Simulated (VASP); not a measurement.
# Si2W (I4/mmm) in VASP: further runs

Runs on Si2W. Level: LDA. Tasks: single point.

All numbers are computed with VASP 6.6.1; they aren't measurements. Logs are shortened: lines on timing, memory, paths and dates and some standing lists are left out, and cuts for length are marked.

### 1 The cell of the first run

The structure is tetragonal, space group I4/mmm (No. 139). Conventional cell: a = 3.337 Å, b = 3.337 Å, c = 7.083 Å, α = 90.00°, β = 90.00°, γ = 90.00°. Si (site symmetry 4mm) has 5 Si at 2.04 to 2.80 Å and 5 W at 2.52 to 2.57 Å within 2.8 Å. Within 3.4 Å of W (site symmetry 4/mmm) lie 10 Si at 2.52 to 2.57 Å and 4 W at 3.34 Å.

### 2 Single point, LDA

Contents of INCAR:

```
SYSTEM = Si2W
ALGO = Normal
EDIFF = 1E-6
ENCUT = 520
ISIF = 2
ISMEAR = 0
LASPH = .True.
LCHARG = .False.
LREAL = .False.
LWAVE = .False.
NBANDS = 18
NELM = 60
PREC = Accurate
SIGMA = 0.15
```

Contents of KPOINTS:

```
k-points
0
Gamma
  18 18 18
  0 0 0
```

Contents of POSCAR:

```
Si2W
1.0
   -1.6685459133      1.6685459133      3.5416555556
    1.6685459133     -1.6685459133      3.5416555556
    1.6685459133      1.6685459133     -3.5416555556
Si W
2 1
Direct
    0.3561119391      0.3561119391      0.0000000000
    0.6438880609      0.6438880609      0.0000000000
    0.0000000000      0.0000000000      0.0000000000
```

Potentials or basis: VASP PAW LDA potentials, release 64 (Si, W_sv).

Run with:

```sh
cat potpaw_LDA.64/Si/POTCAR potpaw_LDA.64/W_sv/POTCAR > POTCAR
mpirun -np 1 vasp_std > vasp.out
```

OUTCAR:

```text
SYSTEM = Si2W
   EDIFF = 1E-6
   ENCUT = 520
   ISIF = 2
   ISMEAR = 0
   LASPH = .True.
   LREAL = .False.
   NELM = 60
   PREC = Accurate

 ion  position               nearest neighbor table
   1  0.356  0.356  0.000-   2 2.04   3 2.52   3 2.57   3 2.57   3 2.57   3 2.57   2 2.80   2 2.80
                             2 2.80   2 2.80
   2  0.644  0.644  0.000-   1 2.04   3 2.52   3 2.57   3 2.57   3 2.57   3 2.57   1 2.80   1 2.80
                             1 2.80   1 2.80
   3  0.000  0.000  0.000-   1 2.52   2 2.52   2 2.57   1 2.57   2 2.57   2 2.57   2 2.57   1 2.57
                             1 2.57   1 2.57

  LATTYP: Found a body centered tetragonal cell.
 ALAT       =     3.3370918266
 C/A-ratio  =     2.1226000000

  Lattice vectors:

 A1 = (  -1.6685459133,   1.6685459133,   3.5416555556)
 A2 = (   1.6685459133,  -1.6685459133,   3.5416555556)
 A3 = (   1.6685459133,   1.6685459133,  -3.5416555556)

Analysis of symmetry for initial positions (statically):
=====================================================================
 Subroutine PRICEL returns:
 Original cell was already a primitive cell.

 Routine SETGRP: Setting up the symmetry group for a
 body centered tetragonal supercell.

 Subroutine GETGRP returns: Found 16 space group operations
 (whereof 16 operations were pure point group operations)
 out of a pool of 16 trial point group operations.

The static configuration has the point symmetry D_4h.

Analysis of symmetry for dynamics (positions and initial velocities):
=====================================================================
 Subroutine PRICEL returns:
 Original cell was already a primitive cell.

 Routine SETGRP: Setting up the symmetry group for a
 body centered tetragonal supercell.

 Subroutine GETGRP returns: Found 16 space group operations
 (whereof 16 operations were pure point group operations)
 out of a pool of 16 trial point group operations.

The dynamic configuration has the point symmetry D_4h.

 Subroutine INISYM returns: Found 16 space group operations
 (whereof 16 operations are pure point group operations),
 and found     1 'primitive' translations

----------------------------------------------------------------------------------------

                                     Primitive cell

  volume of cell :      39.4405

  direct lattice vectors                    reciprocal lattice vectors
    -1.668545913  1.668545913  3.541655556     0.000000000  0.299662117  0.141176913
     1.668545913 -1.668545913  3.541655556     0.299662117  0.000000000  0.141176913
     1.668545913  1.668545913 -3.541655556     0.299662117  0.299662117  0.000000000

  length of vectors
     4.255750816  4.255750816  4.255750816     0.331252630  0.331252630  0.423786229

  position of ions in fractional coordinates (direct lattice)
     0.356111939  0.356111939  0.000000000
     0.643888061  0.643888061  0.000000000
     0.000000000  0.000000000  0.000000000

  ion indices of the primitive-cell ions
   primitive index   ion index
                 1           1
                 2           2
                 3           3

----------------------------------------------------------------------------------------

 KPOINTS: k-points

Automatic generation of k-mesh.
 Grid dimensions read from file:
 generate k-points for:   18   18   18

 Generating k-lattice:

  Cartesian coordinates                     Fractional coordinates (reciprocal lattice)
     0.000000000  0.016647895  0.007843162     0.055555556  0.000000000 -0.000000000
     0.016647895  0.000000000  0.007843162     0.000000000  0.055555556 -0.000000000
     0.016647895  0.016647895  0.000000000     0.000000000  0.000000000  0.055555556

  Length of vectors
     0.018402924  0.018402924  0.023543679

  Shift w.r.t. Gamma in fractional coordinates (k-lattice)
     0.000000000  0.000000000  0.000000000

 Subroutine IBZKPT returns following result:
 ===========================================

 Found    480 irreducible k-points:

 Following reciprocal coordinates:
            Coordinates               Weight
  0.000000  0.000000  0.000000      1.000000
  0.055556 -0.000000  0.000000      8.000000
  0.111111 -0.000000  0.000000      8.000000
  0.166667 -0.000000  0.000000      8.000000
  0.222222  0.000000  0.000000      8.000000
  0.277778 -0.000000  0.000000      8.000000
[... 16 lines left out ...]
 -0.277778  0.055556 -0.000000     16.000000
 -0.222222  0.055556  0.000000     16.000000
 [... further k-points ...]
   k-points           NKPTS =    480   k-points in BZ     NKDIM =    480   number of bands    NBANDS=     18
   number of dos      NEDOS =    301   number of ions     NIONS =      3
   total plane-waves  NPLWV =  32768
   dimension x,y,z NGX =    32 NGY =   32 NGZ =   32
   dimension x,y,z NGXF=    64 NGYF=   64 NGZF=   64
   ions per type =               2   1
   NGX,Y,Z   is equivalent  to a cutoff of  12.50, 12.50, 12.50 a.u.
   NGXF,Y,Z  is equivalent  to a cutoff of  25.00, 25.00, 25.00 a.u.
 SYSTEM =  Si2W
   PREC   = accura    normal or accurate (medium, high low for compatibility)
   ISTART =      0    job   : 0-new  1-cont  2-samecut
   ICHARG =      2    charge: 1-file 2-atom 10-const
   ISPIN  =      1    spin polarized calculation?
   LNONCOLLINEAR =      F non collinear calculations
   LSORBIT =      F    spin-orbit coupling
   LASPH  =      T    aspherical Exc in radial PAW
   ENCUT  =  520.0 eV  38.22 Ry    6.18 a.u.   7.91  7.91  7.91*2*pi/ulx,y,z
   NELM   =     60;   NELMIN=  2; NELMDL= -5     # of ELM steps
   EDIFF  = 0.1E-05   stopping-criterion for ELM
   LREAL  =      F    real-space projection
   EDIFFG = 0.1E-04   stopping-criterion for IOM
   NSW    =      0    number of steps for IOM
   IBRION =     -1    ionic relax: 0-MD 1-quasi-New 2-CG
   NFREE  =      0    steps in history (QN), initial steepest desc. (CG)
   ISIF   =      2    stress and relaxation
   ISYM   =      2    0-nonsym 1-usesym 2-fastsym
   POTIM  = 0.5000    time-step for ionic-motion
   TEBEG  =    0.0;   TEEND  =   0.0 temperature during run
   PSTRESS=    0.0 pullay stress
   NELECT =      22.0000    total number of electrons
   NUPDOWN=      -1.0000    fix difference up-down
   EMIN   =  10.00;   EMAX   =-10.00  energy-range for DOS
   EFERMI =   0.00;   METHOD = LEGACY
   ISMEAR =     0;   SIGMA  =   0.15  broadening in eV -4-tet -1-fermi 0-gaus
   EFERMI_NEDOS =   21; number of points for ismear=-14 and -15
   IALGO  =     38    algorithm
   IMIX   =      4    mixing-type and parameters
     AMIX     =   0.40;   BMIX     =  1.00
     AMIX_MAG =   1.60;   BMIX_MAG =  1.00
  volume/ion in A,a.u.               =      13.15        88.72
  Fermi-wavevector in a.u.,A,eV,Ry     =   1.347622  2.546637 24.709347  1.816086
  Thomas-Fermi vector in A             =   2.475358
   LORBIT       =      0    0 simple, 1 ext, 2 COOP (PROOUT), +10 PAW based schemes
   GGA     = CA    functional components
   LHFCALC =     F    Hartree Fock is set to
   AEXX    =    0.0000 exact exchange contribution
   IVDW    =     0    specifies the selected vdW correction
   LEPSILON=     F    determine dielectric tensor
   LRPA    =     F    only Hartree local field effects (RPA)
 non-spin polarized calculation
 Gauss-broadening in eV      SIGMA  =   0.15
  energy-cutoff  :      520.00
  volume of cell :       39.44
 maximum number of plane-waves:      1089
   NGX = 15   NGY = 15   NGZ = 15

 number of electron      22.0000001 magnetization

 Free energy of the ion-electron system (eV)
  ---------------------------------------------------
  ext. energy  EPLUGINS =         0.00000000
  ---------------------------------------------------
  free energy    TOTEN  =       -25.63826029 eV

  energy without entropy =      -25.62564980  energy(sigma->0) =      -25.63195505

 E-fermi :  11.9657     XC(G=0): -12.7101

 val. band max:       11.9627547005   @ k =  -0.4444  -0.4444   0.4444
 cond. band min:      11.9659575216   @ k =  -0.4444   0.4444   0.3889
 fundamental gap:      0.0032028212
 Fermi energy:        11.9657370134

 k-point     1 :       0.0000    0.0000    0.0000
  band No.  band energies     occupation
      1     -61.2650      2.00000
      2     -25.9607      2.00000
      3     -25.9607      2.00000
      4     -25.5806      2.00000
      5      -2.1631      2.00000
      6       5.2675      2.00000
[... 10 lines left out ...]
     17      19.2116      0.00000
     18      19.2116      0.00000

 k-point     2 :       0.0556   -0.0000    0.0000
  band No.  band energies     occupation
      1     -61.2648      2.00000
      2     -25.9658      2.00000
      3     -25.9603      2.00000
      4     -25.5806      2.00000
      5      -2.1053      2.00000
      6       5.2690      2.00000
[... 10 lines left out ...]
     17      19.1510      0.00000
     18      19.3762      0.00000

 k-point     3 :       0.1111   -0.0000    0.0000
  band No.  band energies     occupation
      1     -61.2644      2.00000
      2     -25.9803      2.00000
      3     -25.9590      2.00000
      4     -25.5805      2.00000
      5      -1.9331      2.00000
      6       5.2640      2.00000
[... 10 lines left out ...]
     17      18.9713      0.00000
     18      19.7341      0.00000

 k-point     4 :       0.1667   -0.0000    0.0000
  band No.  band energies     occupation
      1     -61.2637      2.00000
      2     -26.0025      2.00000
      3     -25.9571      2.00000
      4     -25.5803      2.00000
      5      -1.6508      2.00000
      6       5.2184      2.00000
[... 375 lines left out ...]
      4     -25.5779      2.00000
      5      -0.2914      2.00000
      6       4.4368      2.00000
[... 10 lines left out ...]
     17      19.0613      0.00000
     18      20.6937      0.00000

 k-point    23 :      -0.2778    0.0556   -0.0000
  band No.  band energies     occupation
      1     -61.2619      2.00000
      2     -26.0574      2.00000
      3     -25.9569      2.00000
      4     -25.5781      2.00000
      5      -0.8301      2.00000
      6       4.9855      2.00000
[... 10 lines left out ...]
     17      18.5005      0.00000
     18      20.8827      0.00000

 k-point    24 :      -0.2222    0.0556    0.0000
  band No.  band energies     occupation
      1     -61.2628      2.00000
      2     -26.0288      2.00000
      3     -25.9595      2.00000
      4     -25.5784      2.00000
      5      -1.2888      2.00000
      6       5.3165      2.00000
[... 10 lines left out ...]
     17      18.5698      0.00000
     18      20.7947      0.00000

 [... further k-points ...]
[... 5 lines left out ...]
  --------------------------------------------------------------------------------------
  -------------------------------------------------------------------------------------
  Total       -1.9328785     -1.9328785     17.1443006      0.0000000      0.0000000     -0.0000000
  in kB      -78.5185926    -78.5185926    696.4464353      0.0000000      0.0000000     -0.0000000
  external PRESSURE =     179.8030834 kB  Pullay stress =       0.0000000 kB

 VOLUME and BASIS-vectors are now :
 -----------------------------------------------------------------------------
  energy-cutoff  :      520.00
  volume of cell :       39.44
      direct lattice vectors                 reciprocal lattice vectors
    -1.668545913  1.668545913  3.541655556     0.000000000  0.299662117  0.141176913
     1.668545913 -1.668545913  3.541655556     0.299662117  0.000000000  0.141176913
     1.668545913  1.668545913 -3.541655556     0.299662117  0.299662117  0.000000000

 POSITION                                       TOTAL-FORCE (eV/Angst)
 -----------------------------------------------------------------------------------
      0.00000      0.00000      2.52245        -0.000000     -0.000000     -6.798964
      0.00000      0.00000      4.56086         0.000000      0.000000      6.798964
      0.00000      0.00000      0.00000         0.000000      0.000000      0.000000
 -----------------------------------------------------------------------------------
    total drift:                               -0.000000      0.000000      0.000000

  FREE ENERGIE OF THE ION-ELECTRON SYSTEM (eV)
  ---------------------------------------------------
  free  energy   TOTEN  =       -25.6382602910 eV

  energy  without entropy=      -25.6256497991  energy(sigma->0) =      -25.63195505
```

Run time: 3.3 min. Hardware: 1 thread of Intel Xeon Platinum 8259CL at 2.50GHz (Skylake/Cascade Lake), shared host; peak memory 0.41 GiB.

Results:

| Item | Value |
| --- | --- |
| Free energy | -25.6383 eV |
| Pressure | 18.0 GPa |
| Largest force | 6.799 eV/Å |
| Band gap on the k mesh | zero (bands 11 and 12 overlap by 0.64 eV) |

Forces on the atoms (eV/Å):
```
Si   0.000  0.000 -6.799
Si   0.000  0.000  6.799
W    0.000  0.000  0.000
```

Caveat: the cell stands under pressure; spin-orbit coupling is left out, which moves the levels of the heavy elements; forces of over 1 eV/Å act on the atoms, so gaps and moduli don't describe the material at rest.

[end of part 1 of 3]
